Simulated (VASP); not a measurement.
Pb, 2 atoms in the cell. The structure is hexagonal, space group P6_3/mmc (No. 194). The conventional cell has a = 3.652 Å, b = 3.652 Å, c = 6.022 Å, α = 90.00°, β = 90.00°, γ = 120.00°. Within 4.8 Å of Pb (site symmetry -6m2) lie 12 Pb at 3.65 to 3.68 Å. This isn't the form of Pb at room conditions, which is fcc.

* Program: VASP 6.6.1
* Task: single point
* Functional: BLYP
* Potentials or basis: VASP PAW PBE potentials, release 64 (Pb_d)
* Cutoff: 520 eV
* k mesh: 11 × 11 × 6
* Occupations: fermi-dirac, width 0.1 eV
* Spin: no spin polarisation
* Dipole correction: no
* Further INCAR settings: ALGO = Normal; EDIFF = 1e-06; NBANDS = 21

Potentials or basis: VASP PAW PBE potentials, release 64 (Pb_d).

Run with:

```console
$ cat potpaw_PBE.64/Pb_d/POTCAR > POTCAR
$ mpirun -np 1 vasp_std > vasp.out
```

Hardware: 1 thread of Intel(R) Xeon(R) 6975P-C (Granite Rapids) (shared host).

Q: How long does it take, and how much memory?

A: It took 32 s on 1 thread of Intel(R) Xeon(R) 6975P-C (Granite Rapids) (shared host), peak memory 0.22 GiB. Counts: scf iterations 11, k points 64.
